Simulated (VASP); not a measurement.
# Mo (I4_1/amd) in VASP: further runs, part 2 of 2

VASP 6.6.1. The steps go on from the part before.

## Step 3: Single point, PBE (13.17 Å³/atom)

INCAR

```
SYSTEM = Mo
ALGO     = Normal         ! electronic algorithm
EDIFF    = 1E-6           ! SCF threshold, eV
ENCUT    = 520            ! plane-wave cutoff, eV
GGA      = PE             ! functional
ISIF     = 2              ! what is computed and relaxed
ISMEAR   = -1             ! smearing method
LASPH    = .TRUE.         ! aspherical terms in the spheres
LCHARG   = .TRUE.         ! write CHGCAR
LELF     = .TRUE.         ! ELF
LREAL    = .FALSE.        ! projectors in reciprocal space
LVHAR    = .TRUE.       
LWAVE    = .FALSE.        ! write WAVECAR
NBANDS   = 21             ! bands
NELM     = 80             ! most SCF steps
PREC     = Accurate       ! precision mode
SIGMA    = 0.05           ! smearing width, eV
```

KPOINTS

```
k-points
0
G
  18 18 18
  0 0 0
```

POSCAR

```
Mo
1.0
   -2.3244626688      2.3244626688      1.2188270478
    2.3244626688     -2.3244626688      1.2188270478
    2.3244626688      2.3244626688     -1.2188270478
Mo
2
Direct
   -0.3750000000     -0.1250000000     -0.2500000000
    0.3750000000      0.1250000000      0.2500000000
```

Potentials or basis: VASP PAW PBE potentials, release 64 (Mo_sv).

The run is started by

```bash
> cat potpaw_PBE.64/Mo_sv/POTCAR > POTCAR
> mpirun -np 1 vasp_std > vasp.out
```

It took 9.4 min on 1 thread of Intel Xeon 8259CL, shared host; peak memory 0.33 GiB.

It converged, with:

* Free energy: -18.5761 eV
* Pressure: 86.2 GPa
* Band gap on the k mesh: zero (bands 14 and 15 overlap by 3.77 eV)

Levels at points of the mesh, in eV from the Fermi level:
```csv
k point,band 10,band 11,band 12,band 13,band 14,band 15,band 16,band 17,band 18,band 19
"(0.00, 0.00, 0.00)",-7.46,-5.10,-4.32,-3.77,2.03,2.03,2.14,2.14,5.39,7.46
"(0.50, 0.00, 0.00)",-5.99,-4.38,-2.73,-1.13,-0.56,1.54,1.80,3.87,4.15,8.41
"(0.50, 0.50, 0.00)",-5.18,-3.70,-3.70,-1.43,-1.43,1.39,1.39,3.49,3.49,3.82
"(0.50, 0.50, 0.50)",-5.01,-3.32,-3.32,0.53,0.53,0.76,0.76,2.84,2.84,3.05
```

Caveat: the cell stands under pressure.

## Step 4: Single point, PBE (14.86 Å³/atom)

This run uses another cell than the first one, of 14.86 Å³/atom.

INCAR

```
PREC = Accurate
ENCUT = 520
EDIFF = 1E-6
ISMEAR = -1
SIGMA = 0.05
LREAL = F
LASPH = T
NELM = 60
ALGO = Normal
ISIF = 2
LWAVE = F
LCHARG = F
GGA = PE
NBANDS = 21
```

KPOINTS

```
Automatic mesh
0
Gamma
  18 18 18
```

POSCAR

```
Mo
1.0
   -2.4218258242      2.4218258242      1.2667458573
    2.4218258242     -2.4218258242      1.2667458573
    2.4218258242      2.4218258242     -1.2667458573
Mo
2
Direct
   -0.3750000000     -0.1250000000     -0.2500000000
    0.3750000000      0.1250000000      0.2500000000
```

Potentials or basis: VASP PAW PBE potentials, release 64 (Mo_sv).

The run is started by

```bash
> cat potpaw_PBE.64/Mo_sv/POTCAR > POTCAR
> mpirun -np 1 vasp_std > vasp.out
```

OUTCAR:

```text
PREC = Accurate
   ENCUT = 520
   EDIFF = 1E-6
   ISMEAR = -1
   LREAL = F
   LASPH = T
   NELM = 60
   ISIF = 2
   GGA = PE

 ion  position               nearest neighbor table
   1  0.625  0.875  0.750-   2 2.50   2 2.50   2 2.50   2 2.50   2 3.08   2 3.08   2 3.08   2 3.08

   2  0.375  0.125  0.250-   1 2.50   1 2.50   1 2.50   1 2.50   1 3.08   1 3.08   1 3.08   1 3.08

  LATTYP: Found a body centered tetragonal cell.
 ALAT       =     4.8436516484
[... 766 lines left out ...]
 [... further k-points ...]

------------------------ aborting loop because EDIFF is reached ----------------------------------------

  FORCE on cell =-STRESS in cart. coord.  units (eV):
  Direction    XX          YY          ZZ          XY          YZ          ZX
  --------------------------------------------------------------------------------------
  -------------------------------------------------------------------------------------
  Total        6.4893241      6.4893241      6.4919696      0.0000000     -0.0000000      0.0000000
  in kB      349.8442577    349.8442577    349.9868797      0.0000000     -0.0000000      0.0000000
  external PRESSURE =     349.8917984 kB  Pullay stress =       0.0000000 kB

 VOLUME and BASIS-vectors are now :
 -----------------------------------------------------------------------------
  energy-cutoff  :      520.00
  volume of cell :       29.72
      direct lattice vectors                 reciprocal lattice vectors
    -2.421825824  2.421825824  1.266745857     0.000000000  0.206455805  0.394712165
     2.421825824 -2.421825824  1.266745857     0.206455805  0.000000000  0.394712165
     2.421825824  2.421825824 -1.266745857     0.206455805  0.206455805  0.000000000

 POSITION                                       TOTAL-FORCE (eV/Angst)
 -----------------------------------------------------------------------------------
      2.42183      1.21091      0.95006        -0.000000     -0.000000     -0.000000
      0.00000      1.21091      0.31669         0.000000      0.000000      0.000000
 -----------------------------------------------------------------------------------
    total drift:                                0.000000      0.000000     -0.000000

  FREE ENERGIE OF THE ION-ELECTRON SYSTEM (eV)
  ---------------------------------------------------
  free  energy   TOTEN  =       -19.8069844561 eV

  energy  without entropy=      -19.7939662696  energy(sigma->0) =      -19.80047536
```

OSZICAR:

```text
N       E                     dE             d eps       ncg     rms          rms(c)
DAV:   1     0.300061369260E+03    0.30006E+03   -0.17973E+04 20184   0.142E+03
DAV:   2    -0.142054474211E+02   -0.31427E+03   -0.30532E+03 22784   0.447E+02
DAV:   3    -0.205000996448E+02   -0.62947E+01   -0.62165E+01 22621   0.656E+01
DAV:   4    -0.205293402660E+02   -0.29241E-01   -0.29229E-01 22010   0.481E+00
DAV:   5    -0.205295617128E+02   -0.22145E-03   -0.22145E-03 22948   0.388E-01    0.244E+01
DAV:   6    -0.199016383169E+02    0.62792E+00   -0.11507E+00 21325   0.942E+00    0.926E+00
DAV:   7    -0.198105098739E+02    0.91128E-01   -0.31040E-01 22615   0.457E+00    0.117E+00
DAV:   8    -0.198069470965E+02    0.35628E-02   -0.78774E-03 21030   0.935E-01    0.138E-01
DAV:   9    -0.198069752895E+02   -0.28193E-04   -0.72385E-05 23528   0.824E-02    0.718E-02
DAV:  10    -0.198069841943E+02   -0.89048E-05   -0.21770E-05 21685   0.472E-02    0.234E-03
DAV:  11    -0.198069844561E+02   -0.26175E-06   -0.21644E-07 13605   0.501E-03
   1 F= -.19806984E+02 E0= -.19800475E+02  d E =-.130182E-01
```

It took 8.2 min on 1 thread of Intel Xeon 8259CL, shared host; peak memory 0.34 GiB.

Results:

```yaml
Free_energy: -19.8070 eV
Pressure: 35.0 GPa
Band_gap_on_the_k_mesh: zero (bands 14 and 15 overlap by 3.18 eV)
```

Levels at points of the mesh, in eV from the Fermi level:
```tsv
k point	band 11	band 12	band 13	band 14	band 15	band 16	band 17	band 18
(0.00, 0.00, 0.00)	-4.36	-3.77	-3.20	1.94	1.94	2.00	2.00	4.59
(0.50, 0.00, 0.00)	-3.72	-2.46	-0.82	-0.48	1.08	1.73	3.37	3.49
(0.50, 0.50, 0.00)	-3.26	-3.26	-1.34	-1.34	1.03	1.03	3.07	3.07
(0.50, 0.50, 0.50)	-2.90	-2.90	0.31	0.31	0.75	0.75	2.55	2.55
```

Caveat: the cell stands under pressure.
